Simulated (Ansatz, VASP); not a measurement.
# O: VASP beside Ansatz

Contents of INCAR:

```
SYSTEM = O
PREC = Accurate ; ENCUT = 520
EDIFF = 1E-7 ; ISMEAR = -1
SIGMA = 0.05 ; LREAL = .FALSE.
LASPH = .TRUE. ; NELM = 150
ALGO = Normal ; ISIF = 2
LWAVE = .FALSE. ; LCHARG = .FALSE.
ISPIN = 2 ; MAGMOM = 0.6 0.6
LORBIT = 11 ; GGA = PE
NBANDS = 17
```

The input KPOINTS:

```
regular mesh
0
G
  9 9 7
  0 0 0
```

The input POSCAR:

```
O
1.0
    2.8514028533     -1.6624159400      0.0000000000
    2.8514028533      1.6624159400      0.0000000000
   -2.3944914034      0.0000000000      3.6470501824
O
2
Direct
    0.0254538300      0.0254538300      0.1555740200
    0.9745461700      0.9745461700      0.8444259800
```

Input for Ansatz:

```yaml
crystal:
  lattice:
    - [2.8514028533, -1.66241594, 0.0]
    - [2.8514028533, 1.66241594, 0.0]
    - [-2.3944914034, 0.0, 3.6470501824]
  atoms:
    - { symbol: O, position: [0.02545383, 0.02545383, 0.15557402], spin: 0.6 }
    - { symbol: O, position: [0.97454617, 0.97454617, 0.84442598], spin: 0.6 }
magnetization:
  spin_polarized: true
kpoints:
  mp_grid: { grid: [9, 9, 7] }
scf:
  occupations: { method: fermi_dirac, width: 0.05 }
  lower_state_search: "off"
hamiltonian:
  xc: pbe
  pseudopotentials: { kind: paw }
output:
  eigenvalues: false
  eigenstates:
    nscf_kmesh: { grid: [14, 14, 10] }
    top_band: c27
    magnetocrystalline_anisotropy: { directions: [[0.0, 1.0, 0.0], [1.0, 0.0, 0.0], [0.0, 0.0, 1.0]] }
```

Alike in both runs: task single point; functional PBE; k mesh 9 × 9 × 7; occupations fermi-dirac, width 0.05 eV; collinear spin.

|  | VASP | Ansatz |
| --- | --- | --- |
| version | VASP 6.6.1 | Ansatz 0.2.0 |
| potentials or method | VASP PAW PBE potentials, release 64 (O) | PAW with Ansatz's default frozen-core files, scalar-relativistic |
| plane-wave cutoff (eV) | 520 | 420 |
| valence electrons in the cell | 12 | 12 |

Ansatz gave:

| Quantity | Value |
| --- | --- |
| net moment per atom (μB) | 1.00 |
| size of the moment on the site where the two differ most (μB) | 0.56 |

Task: Estimate VASP's values.

Result: net moment per atom (μB): 1.00; size of the moment on the site where the two differ most (μB): 0.81.

Site moments also hang on the region over which each program counts them.

Noted on VASP's run: the standard files for N, O and F lose accuracy on very short bonds.
